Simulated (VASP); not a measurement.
# InP (F-43m) in VASP: further runs

Runs on InP. Level: LDA. Tasks: vibrations by perturbation theory.

Program: VASP 6.6.1. These are calculated values, not measurements. Logs are shortened: lines on timing, memory, paths and dates and some standing lists are left out, and cuts for length are marked.

**1. The cell of the first run**

Symmetry: F-43m, No. 216, cubic system. The conventional cell has a = 5.543 Å, b = 5.543 Å, c = 5.543 Å, α = 90.00°, β = 90.00°, γ = 90.00°. In (site symmetry -43m) has 4 P at 2.40 Å within 3.2 Å. P (site symmetry -43m) has 4 In at 2.40 Å within 3.2 Å.

**2. Vibrations by perturbation theory, LDA**

Input file INCAR:

```
ALGO = Normal
EDIFF = 1E-8
ENCUT = 520
IBRION = 8
ISIF = 2
ISMEAR = 0
LASPH = True
LCHARG = False
LREAL = False
LWAVE = False
NELM = 100
NSW = 1
PREC = Accurate
SIGMA = 0.01
```

Input file KPOINTS:

```
k-points
0
Gamma
  8 8 8
```

Input file POSCAR:

```
InP
1.0
    2.7716184652      2.7716184652      0.0000000000
   -2.7716184652      2.7716184652      0.0000000000
    0.0000000000      2.7716184652      2.7716184652
In P
1 1
Direct
    0.0000000000      0.0000000000      0.0000000000
    0.7500000000      0.2500000000      0.5000000000
```

Potentials or basis: VASP PAW LDA potentials, release 64 (In_d, P).

Run with:

```sh
cat potpaw_LDA.64/In_d/POTCAR potpaw_LDA.64/P/POTCAR > POTCAR
mpirun -np 1 vasp_std > vasp.out
```

OUTCAR:

```text
EDIFF = 1E-8
   ENCUT = 520
   IBRION = 8
   ISIF = 2
   ISMEAR = 0
   LASPH = True
   LREAL = False
   NELM = 100
   NSW = 1
   PREC = Accurate

 ion  position               nearest neighbor table
   1  0.000  0.000  0.000-   2 2.40   2 2.40   2 2.40   2 2.40
   2  0.750  0.250  0.500-   1 2.40   1 2.40   1 2.40   1 2.40

  LATTYP: Found a face centered cubic cell.
 ALAT       =     5.5432369304

  Lattice vectors:

 A1 = (   0.0000000000,   2.7716184652,   2.7716184652)
 A2 = (   2.7716184652,   0.0000000000,   2.7716184652)
 A3 = (   2.7716184652,   2.7716184652,   0.0000000000)

Analysis of symmetry for initial positions (statically):
=====================================================================
 Subroutine PRICEL returns:
 Original cell was already a primitive cell.

 Routine SETGRP: Setting up the symmetry group for a
 face centered cubic supercell.

 Subroutine GETGRP returns: Found 24 space group operations
 (whereof 24 operations were pure point group operations)
 out of a pool of 48 trial point group operations.

The static configuration has the point symmetry T_d .

Analysis of symmetry for dynamics (positions and initial velocities):
=====================================================================
 Subroutine PRICEL returns:
 Original cell was already a primitive cell.

 Routine SETGRP: Setting up the symmetry group for a
 face centered cubic supercell.

 Subroutine GETGRP returns: Found 24 space group operations
 (whereof 24 operations were pure point group operations)
 out of a pool of 48 trial point group operations.

The dynamic configuration has the point symmetry T_d .

 Subroutine INISYM returns: Found 24 space group operations
 (whereof 24 operations are pure point group operations),
 and found     1 'primitive' translations

----------------------------------------------------------------------------------------

                                     Primitive cell

  volume of cell :      42.5824

  direct lattice vectors                    reciprocal lattice vectors
     2.771618465  2.771618465  0.000000000     0.180400010  0.180400010 -0.180400010
    -2.771618465  2.771618465  0.000000000    -0.180400010  0.180400010 -0.180400010
     0.000000000  2.771618465  2.771618465     0.000000000  0.000000000  0.360800021

  length of vectors
     3.919660423  3.919660423  3.919660423     0.312461984  0.312461984  0.360800021

  position of ions in fractional coordinates (direct lattice)
     0.000000000  0.000000000  0.000000000
     0.750000000  0.250000000  0.500000000

  ion indices of the primitive-cell ions
   primitive index   ion index
                 1           1
                 2           2

----------------------------------------------------------------------------------------

 KPOINTS: k-points

Automatic generation of k-mesh.
 Grid dimensions read from file:
 generate k-points for:    8    8    8

 Generating k-lattice:

  Cartesian coordinates                     Fractional coordinates (reciprocal lattice)
     0.022550001  0.022550001 -0.022550001     0.125000000  0.000000000  0.000000000
    -0.022550001  0.022550001 -0.022550001     0.000000000  0.125000000  0.000000000
     0.000000000  0.000000000  0.045100003     0.000000000  0.000000000  0.125000000

  Length of vectors
     0.039057748  0.039057748  0.045100003

  Shift w.r.t. Gamma in fractional coordinates (k-lattice)
     0.000000000  0.000000000  0.000000000

 Subroutine IBZKPT returns following result:
 ===========================================

 Found     29 irreducible k-points:

 Following reciprocal coordinates:
            Coordinates               Weight
  0.000000  0.000000  0.000000      1.000000
  0.125000  0.000000  0.000000      8.000000
  0.250000  0.000000  0.000000      8.000000
  0.375000  0.000000  0.000000      8.000000
  0.500000  0.000000  0.000000      4.000000
  0.125000  0.125000  0.000000     12.000000
[... 16 lines left out ...]
  0.375000  0.250000  0.125000     48.000000
  0.500000  0.250000  0.125000     24.000000
 [... further k-points ...]
   k-points           NKPTS =     29   k-points in BZ     NKDIM =     29   number of bands    NBANDS=     13
   number of dos      NEDOS =    301   number of ions     NIONS =      2
   total plane-waves  NPLWV =  27000
   dimension x,y,z NGX =    30 NGY =   30 NGZ =   30
   dimension x,y,z NGXF=    60 NGYF=   60 NGZF=   60
   ions per type =               1   1
   NGX,Y,Z   is equivalent  to a cutoff of  12.72, 12.72, 12.72 a.u.
   NGXF,Y,Z  is equivalent  to a cutoff of  25.45, 25.45, 25.45 a.u.
 SYSTEM =  unknown system
   PREC   = accura    normal or accurate (medium, high low for compatibility)
   ISTART =      0    job   : 0-new  1-cont  2-samecut
   ICHARG =      2    charge: 1-file 2-atom 10-const
   ISPIN  =      1    spin polarized calculation?
   LNONCOLLINEAR =      F non collinear calculations
   LSORBIT =      F    spin-orbit coupling
   LASPH  =      T    aspherical Exc in radial PAW
   ENCUT  =  520.0 eV  38.22 Ry    6.18 a.u.   7.29  7.29  7.29*2*pi/ulx,y,z
   NELM   =    100;   NELMIN=  2; NELMDL= -5     # of ELM steps
   EDIFF  = 0.1E-07   stopping-criterion for ELM
   LREAL  =      F    real-space projection
   EDIFFG = 0.1E-06   stopping-criterion for IOM
   NSW    =      1    number of steps for IOM
   IBRION =      8    ionic relax: 0-MD 1-quasi-New 2-CG
   NFREE  =      0    steps in history (QN), initial steepest desc. (CG)
   ISIF   =      2    stress and relaxation
   ISYM   =      2    0-nonsym 1-usesym 2-fastsym
   POTIM  = 0.5000    time-step for ionic-motion
   TEBEG  =    0.0;   TEEND  =   0.0 temperature during run
   PSTRESS=    0.0 pullay stress
   NELECT =      18.0000    total number of electrons
   NUPDOWN=      -1.0000    fix difference up-down
   EMIN   =  10.00;   EMAX   =-10.00  energy-range for DOS
   EFERMI =   0.00;   METHOD = LEGACY
   ISMEAR =     0;   SIGMA  =   0.01  broadening in eV -4-tet -1-fermi 0-gaus
   EFERMI_NEDOS =   21; number of points for ismear=-14 and -15
   IALGO  =     38    algorithm
   IMIX   =      4    mixing-type and parameters
     AMIX     =   0.40;   BMIX     =  1.00
     AMIX_MAG =   1.60;   BMIX_MAG =  1.00
  volume/ion in A,a.u.               =      21.29       143.68
  Fermi-wavevector in a.u.,A,eV,Ry     =   1.228633  2.321780 20.538530  1.509539
  Thomas-Fermi vector in A             =   2.363551
   LORBIT       =      0    0 simple, 1 ext, 2 COOP (PROOUT), +10 PAW based schemes
   GGA     = CA    functional components
   LHFCALC =     F    Hartree Fock is set to
   AEXX    =    0.0000 exact exchange contribution
   IVDW    =     0    specifies the selected vdW correction
   LEPSILON=     F    determine dielectric tensor
   LRPA    =     F    only Hartree local field effects (RPA)
 non-spin polarized calculation
 Gauss-broadening in eV      SIGMA  =   0.01
  energy-cutoff  :      520.00
  volume of cell :       42.58
 maximum number of plane-waves:      1162
 NGX is ok and might be reduce to    30
   NGX = 15   NGY = 15   NGZ = 15

--------------------------------------- Ionic step        1  -------------------------------------------

 number of electron      18.0000008 magnetization

 Free energy of the ion-electron system (eV)
  ---------------------------------------------------
  ext. energy  EPLUGINS =         0.00000000
  ---------------------------------------------------
  free energy    TOTEN  =        -9.38773302 eV

  energy without entropy =       -9.38773302  energy(sigma->0) =       -9.38773302

 E-fermi :   7.0996     XC(G=0): -10.3518

 val. band max:        7.0556527441   @ k =   0.0000   0.0000   0.0000
 cond. band min:       8.3333819135   @ k =   0.5000   0.5000   0.0000
 fundamental gap:      1.2777291693
 Fermi energy:         7.0995618837

 k-point     1 :       0.0000    0.0000    0.0000
  band No.  band energies     occupation
      1      -7.6239      2.00000
      2      -7.6239      2.00000
      3      -7.6239      2.00000
      4      -7.3646      2.00000
      5      -7.3646      2.00000
      6      -5.7881      2.00000
      7       7.0557      2.00000
      8       7.0557      2.00000
      9       7.0557      2.00000
     10       8.4472      0.00000
     11      10.9510      0.00000
     12      10.9510      0.00000
     13      10.9510      0.00000
[... 354 lines left out ...]
  band No.  band energies     occupation
      1      -7.8597      2.00000
      2      -7.5417      2.00000
      3      -7.5051      2.00000
      4      -7.3784      2.00000
      5      -7.3425      2.00000
      6      -2.9807      2.00000
      7       0.5296      2.00000
      8       3.6786      2.00000
      9       4.9093      2.00000
     10      10.5451      0.00000
     11      10.9367      0.00000
     12      13.1524      0.00000
     13      14.6028      0.00000

 [... further k-points ...]
[... 5 lines left out ...]
  --------------------------------------------------------------------------------------
  -------------------------------------------------------------------------------------
  Total        3.9987352      3.9987352      3.9987352      0.0000000      0.0000000     -0.0000000
  in kB      150.4537070    150.4537070    150.4537070      0.0000000      0.0000000     -0.0000000
  external PRESSURE =     150.4537070 kB  Pullay stress =       0.0000000 kB

 VOLUME and BASIS-vectors are now :
 -----------------------------------------------------------------------------
  energy-cutoff  :      520.00
  volume of cell :       42.58
      direct lattice vectors                 reciprocal lattice vectors
     2.771618465  2.771618465  0.000000000     0.180400010  0.180400010 -0.180400010
    -2.771618465  2.771618465  0.000000000    -0.180400010  0.180400010 -0.180400010
     0.000000000  2.771618465  2.771618465     0.000000000  0.000000000  0.360800021

 POSITION                                       TOTAL-FORCE (eV/Angst)
 -----------------------------------------------------------------------------------
      0.00000      0.00000      0.00000        -0.000000     -0.000000      0.000000
      1.38581      4.15743      1.38581         0.000000      0.000000      0.000000
 -----------------------------------------------------------------------------------
    total drift:                               -0.000000     -0.000000     -0.000000

  FREE ENERGIE OF THE ION-ELECTRON SYSTEM (eV)
  ---------------------------------------------------
  free  energy   TOTEN  =        -9.3877330241 eV

  energy  without entropy=       -9.3877330241  energy(sigma->0) =       -9.38773302

[... ionic steps 2 to 3 ...]

--------------------------------------- Ionic step        4  -------------------------------------------

------------------------ aborting loop because EDIFF is reached ----------------------------------------

[... ionic steps 5 to 6 ...]

--------------------------------------- Ionic step        7  -------------------------------------------

 Free energy of the ion-electron system (eV)
  ---------------------------------------------------
  ---------------------------------------------------
  free energy    TOTEN  =        -0.04972122 eV

  energy without entropy =       -0.04972122

------------------------ aborting loop because EDIFF is reached ----------------------------------------

 INTERNAL STRAIN TENSOR  FOR ION    2  DIRECTION 1   (eV/Angst):
 -----------------------------------------------------------------------------
     0.03597  0.00000  0.00000
     0.00000 -0.01843 15.45782
     0.00000 15.45782 -0.01843

 INTERNAL STRAIN TENSOR FOR ION    2 for displacements in x,y,z  (eV/Angst):
          X           Y           Z          XY          YZ          ZX
  --------------------------------------------------------------------------------
  x     0.00000    -0.00000    -0.00000     0.00000    15.45782     0.00000
  y    -0.00000     0.00000    -0.00000     0.00000     0.00000    15.45782
  z    -0.00000    -0.00000     0.00000    15.45782     0.00000     0.00000

 SECOND DERIVATIVES (NOT SYMMETRIZED)
 ------------------------------------
               1X          1Y          1Z          2X          2Y          2Z
  1X   -12.064802    0.000000    0.000000   12.064802    0.000000    0.000000
  1Y     0.000000  -12.064802    0.000000    0.000000   12.064802    0.000000
  1Z     0.000000    0.000000  -12.064802    0.000000    0.000000   12.064802
  2X    12.043903   -0.000000    0.000000  -12.043903    0.000000   -0.000000
  2Y     0.000000   12.043903   -0.000000   -0.000000  -12.043903    0.000000
  2Z     0.000000   -0.000000   12.043903   -0.000000    0.000000  -12.043903

 Eigenvectors and eigenvalues of the dynamical matrix
 ----------------------------------------------------

   1 f  =   10.986942 THz    69.032992 2PiTHz  366.484932 cm-1    45.438320 meV
             X         Y         Z           dx          dy          dz
      0.000000  0.000000  0.000000     0.000000    0.461238    0.000000
      1.385809  4.157428  1.385809     0.000000   -0.887276    0.000000
[... 21 lines left out ...]
   6 f/i=    0.003898 THz     0.024489 2PiTHz    0.130009 cm-1     0.016119 meV
             X         Y         Z           dx          dy          dz
      0.000000  0.000000  0.000000     0.000000   -0.000000    0.887276
      1.385809  4.157428  1.385809    -0.000000    0.000000    0.461238

--------------------------------------------------------------------------------------------------------

 ELASTIC MODULI CONTR FROM IONIC RELAXATION (kBar)
 Direction    XX          YY          ZZ          XY          YZ          ZX
 --------------------------------------------------------------------------------
 XX          -0.0000      0.0000      0.0000      0.0000     -0.0000      0.0000
 YY           0.0000     -0.0000     -0.0000      0.0000      0.0000     -0.0000
 ZZ           0.0000     -0.0000     -0.0000     -0.0000      0.0000      0.0000
 XY           0.0000      0.0000     -0.0000   -737.5926     -0.0000      0.0000
 YZ          -0.0000      0.0000      0.0000     -0.0000   -737.5926     -0.0000
 ZX           0.0000     -0.0000      0.0000      0.0000     -0.0000   -737.5926
 --------------------------------------------------------------------------------
```

It took 3.1 min on 1 thread of Intel Xeon Platinum 8488C (Sapphire Rapids), shared host; peak memory 0.26 GiB.

Results:

| Quantity | Value |
| --- | --- |
| Highest phonon frequency at Γ, LO-TO splitting left out | 366 cm⁻¹ |

Phonon frequencies in cm⁻¹ (negative: imaginary):
| q point | frequencies |
| --- | --- |
| (0.000, 0.000, 0.000) | 0 0 0 366 366 366 |

Caveat: the cell wasn't relaxed at this level first, which shifts response properties; spin-orbit coupling is left out, which moves the levels of the heavy elements.

(Part 1 of 2 ends here.)
